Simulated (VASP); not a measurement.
# MnO (I4mm) in VASP: single point with PBE

Aim: the single point of MnO with PBE.

Everything below comes from runs of VASP 6.6.1. Logs are shortened: lines on timing, memory, paths and dates and some standing lists are left out, and cuts for length are marked.

## 1. The cell of the first run

Symmetry: I4mm, No. 107, tetragonal system. Conventional cell: a = 3.076 Å, b = 3.076 Å, c = 4.350 Å, α = 90.00°, β = 90.00°, γ = 90.00°. Mn (site symmetry 4mm) has 6 O at 1.90 to 2.45 Å within 2.5 Å. O (site symmetry 4mm) has 6 Mn at 1.90 to 2.45 Å within 2.5 Å.

## 2. Single point, PBE, collinear spin, ferromagnetic start

Contents of INCAR:

```
SYSTEM = MnO
  ALGO = Normal
  EDIFF = 1E-6
  ENCUT = 600
  GGA = PE
  GGA_COMPAT = .False.
  ISIF = 2
  ISMEAR = -1
  ISPIN = 2
  LASPH = .True.
  LCHARG = .False.
  LMAXMIX = 4
  LORBIT = 11
  LREAL = .False.
  LWAVE = .False.
  MAGMOM = 5 0
  NBANDS = 20
  NELM = 200
  PREC = Accurate
  SIGMA = 0.15
```

Contents of KPOINTS:

```
k-points
0
Gamma
  3 3 3
  0 0 0
```

Contents of POSCAR:

```
MnO
1.0
    0.0000000000      2.1750000000      2.1750000000
    2.1750000000      0.0000000000      2.1750000000
    2.1750000000      2.1750000000      0.0000000000
Mn O
1 1
Direct
    0.0000000000      0.0000000000      0.0000000000
    0.4367816092      0.4367816092     -0.4367816092
```

Potentials or basis: VASP PAW PBE potentials, release 64 (Mn_pv, O).

On the command line:

```console
$ cat potpaw_PBE.64/Mn_pv/POTCAR potpaw_PBE.64/O/POTCAR > POTCAR
$ mpirun -np 1 vasp_std > vasp.out
```

OUTCAR:

```text
SYSTEM = MnO
   EDIFF = 1E-6
   ENCUT = 600
   GGA = PE
   ISIF = 2
   ISMEAR = -1
   ISPIN = 2
   LASPH = .True.
   LORBIT = 11
   LREAL = .False.
   NELM = 200
   PREC = Accurate

 ion  position               nearest neighbor table
   1  0.000  0.000  0.000-   2 1.90   2 2.19   2 2.19   2 2.19   2 2.19   2 2.45
   2  0.437  0.437  0.563-   1 1.90   1 2.19   1 2.19   1 2.19   1 2.19   1 2.45

  LATTYP: Found a face centered cubic cell.
 ALAT       =     4.3500000000

  Lattice vectors:

 A1 = (   0.0000000000,   2.1750000000,   2.1750000000)
 A2 = (   2.1750000000,   0.0000000000,   2.1750000000)
 A3 = (   2.1750000000,   2.1750000000,   0.0000000000)

Analysis of symmetry for initial positions (statically):
=====================================================================
 Subroutine PRICEL returns:
 Original cell was already a primitive cell.

 Routine SETGRP: Setting up the symmetry group for a
 face centered cubic supercell.

 Subroutine GETGRP returns: Found  8 space group operations
 (whereof  8 operations were pure point group operations)
 out of a pool of 48 trial point group operations.

The static configuration has the point symmetry C_4v.

Analysis of symmetry for dynamics (positions and initial velocities):
=====================================================================
 Subroutine PRICEL returns:
 Original cell was already a primitive cell.

 Routine SETGRP: Setting up the symmetry group for a
 face centered cubic supercell.

 Subroutine GETGRP returns: Found  8 space group operations
 (whereof  8 operations were pure point group operations)
 out of a pool of 48 trial point group operations.

The dynamic configuration has the point symmetry C_4v.

Analysis of structural, dynamic, and magnetic symmetry:
=====================================================================
 Subroutine PRICEL returns:
 Original cell was already a primitive cell.

 Routine SETGRP: Setting up the symmetry group for a
 face centered cubic supercell.

 Subroutine GETGRP returns: Found  8 space group operations
 (whereof  8 operations were pure point group operations)
 out of a pool of 48 trial point group operations.

The overall configuration has the point symmetry C_4v.

 Subroutine INISYM returns: Found  8 space group operations
 (whereof  8 operations are pure point group operations),
 and found     1 'primitive' translations

[... 96 lines left out ...]
  volume/ion in A,a.u.               =      10.29        69.43
  Fermi-wavevector in a.u.,A,eV,Ry     =   1.594129  3.012467 34.575764  2.541247
  Thomas-Fermi vector in A             =   2.692251
   LORBIT       =     11    0 simple, 1 ext, 2 COOP (PROOUT), +10 PAW based schemes
   GGA     = PE    functional components
   LHFCALC =     F    Hartree Fock is set to
   AEXX    =    0.0000 exact exchange contribution
   IVDW    =     0    specifies the selected vdW correction
   LEPSILON=     F    determine dielectric tensor
   LRPA    =     F    only Hartree local field effects (RPA)
 spin polarized calculation
  energy-cutoff  :      600.00
  volume of cell :       20.58
 maximum number of plane-waves:       701
 NGX is ok and might be reduce to    28
   NGX = 13   NGY = 13   NGZ = 13

 number of electron      19.0000001 magnetization       4.5705828

 Free energy of the ion-electron system (eV)
  ---------------------------------------------------
  ext. energy  EPLUGINS =         0.00000000
  ---------------------------------------------------
  free energy    TOTEN  =       -16.14029476 eV

  energy without entropy =      -16.05163175  energy(sigma->0) =      -16.09596326

 E-fermi :   8.4121     XC(G=0): -12.2257

 val. band max:        8.3997345252   @ k =   0.3333   0.0000   0.0000
 cond. band min:       8.8813370476   @ k =   0.0000   0.0000   0.0000
 fundamental gap:      0.4816025223
 Fermi energy:         8.4120961527

 spin component 1

 k-point     1 :       0.0000    0.0000    0.0000
  band No.  band energies     occupation
      1     -42.0521      1.00000
      2     -41.9643      1.00000
      3     -41.9643      1.00000
      4     -12.5702      1.00000
      5       3.0365      1.00000
      6       3.4329      1.00000
[... 114 lines left out ...]
      6       1.2684      1.00000
[... 12 lines left out ...]
     19      33.4502      0.00000
     20      34.6303      0.00000
 Fermi energy:         8.4120961527

 spin component 2

 k-point     1 :       0.0000    0.0000    0.0000
  band No.  band energies     occupation
      1     -37.6718      1.00000
      2     -37.4875      1.00000
      3     -37.4875      1.00000
      4     -12.0951      1.00000
      5       3.9824      1.00000
      6       4.3727      1.00000
[... 127 lines left out ...]
     19      34.6306      0.00000
     20      35.7246      0.00000

------------------------ aborting loop because EDIFF is reached ----------------------------------------

  FORCE on cell =-STRESS in cart. coord.  units (eV):
  Direction    XX          YY          ZZ          XY          YZ          ZX
  --------------------------------------------------------------------------------------
  -------------------------------------------------------------------------------------
  Total        1.2890966      1.2890966      3.4728881      0.0000000      0.0000000      0.0000000
  in kB      100.3663801    100.3663801    270.3918470      0.0000000      0.0000000      0.0000000
  external PRESSURE =     157.0415357 kB  Pullay stress =       0.0000000 kB

 VOLUME and BASIS-vectors are now :
 -----------------------------------------------------------------------------
  energy-cutoff  :      600.00
  volume of cell :       20.58
      direct lattice vectors                 reciprocal lattice vectors
     0.000000000  2.175000000  2.175000000    -0.229885057  0.229885057  0.229885057
     2.175000000  0.000000000  2.175000000     0.229885057 -0.229885057  0.229885057
     2.175000000  2.175000000  0.000000000     0.229885057  0.229885057 -0.229885057

 POSITION                                       TOTAL-FORCE (eV/Angst)
 -----------------------------------------------------------------------------------
      0.00000      0.00000      0.00000         0.000000      0.000000     -2.054561
      2.17500      2.17500      1.90000         0.000000      0.000000      2.054561
 -----------------------------------------------------------------------------------
    total drift:                               -0.000000     -0.000000     -0.000236

  FREE ENERGIE OF THE ION-ELECTRON SYSTEM (eV)
  ---------------------------------------------------
  free  energy   TOTEN  =       -16.1402947634 eV

  energy  without entropy=      -16.0516317479  energy(sigma->0) =      -16.09596326

 total charge

# of ion       s       p       d       tot
------------------------------------------
    1        0.233   6.219   5.034  11.486
    2        1.562   3.459   0.000   5.021
--------------------------------------------------
tot          1.795   9.677   5.034  16.507

 magnetization (x)

# of ion       s       p       d       tot
------------------------------------------
    1        0.042   0.031   4.058   4.131
    2        0.035   0.178   0.000   0.213
--------------------------------------------------
tot          0.077   0.209   4.058   4.344
```

Run time: 35 s. Hardware: 1 thread of Intel Xeon 8259CL, shared host; peak memory 0.17 GiB.

Results:

- Free energy: -16.1403 eV
- Pressure: 15.7 GPa
- Largest force: 2.055 eV/Å
- Net moment: 4.57 μB per cell
- Site moments: Mn +4.13; O +0.21 μB
- Valence electrons inside the program's atomic spheres: Mn 11.49; O 5.02

Forces on the atoms (eV/Å):
```
Mn   0.000  0.000 -2.055
O    0.000  0.000  2.055
```

Levels at points of the mesh, in eV from the Fermi level:
Spin up:
```
           k point  band 9  band 10  band 11  band 12  band 13  band 14  band 15  band 16
(0.00, 0.00, 0.00)   -2.74    -2.44    -2.44    -1.41    -0.34    13.85    16.50    16.50
```
Spin down:
```csv
k point,band 5,band 6,band 7,band 8,band 9,band 10
"(0.00, 0.00, 0.00)",-4.43,-4.04,-4.04,0.47,0.86,0.86
```

Caveat: the k points lie up to 0.83 Å⁻¹ apart; a cell with one magnetic atom can't hold antiferromagnetic order, which such compounds often take; semilocal functionals often make such compounds metallic where correlation or magnetic order opens a gap, which also shifts bond lengths; forces of over 1 eV/Å act on the atoms, so gaps and moduli don't describe the material at rest. With open d or f shells a metallic result of PBE can be an artefact of self-interaction; +U or a hybrid may open a gap.
